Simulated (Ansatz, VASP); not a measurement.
# One calculation of Ag, two programs

```xyz
1
Lattice="0.0000 2.0011 2.0011 2.0011 0.0000 2.0011 2.0011 2.0011 0.0000" Properties=species:S:1:pos:R:3 pbc="T T T"
Ag    0.0000    0.0000    0.0000
```

Alike in both runs: functional LDA; k mesh 18 × 18 × 18; occupations gaussian, width 0.1 eV; no spin polarisation.

Ansatz relaxed the structure, and its values are those at the end. VASP's run is a single point on that final structure, the one shown.

```csv
,VASP,Ansatz
version,VASP 6.6.1,Ansatz 0.2.0
potentials or method,"VASP PAW LDA potentials, release 64 (Ag), cutoff 520 eV","scalar-relativistic, plane waves, PAW"
valence electrons in the cell,11,19
```

|  | VASP | Ansatz | Ansatz less VASP |
| --- | --- | --- | --- |
| gap on the k mesh at the Fermi level (eV) | none | none | - |
| pressure (GPa) | 0.1 | 0.0 | -0.15 |

LDA's correlation is that of Perdew and Zunger in VASP and of Perdew and Wang (1992) in Ansatz. A gap of «none» marks a metal or a gap that the smearing closes. VASP's potentials hold 11 valence electrons a cell and Ansatz's 19, so a difference there can come from the potentials and not from the codes.
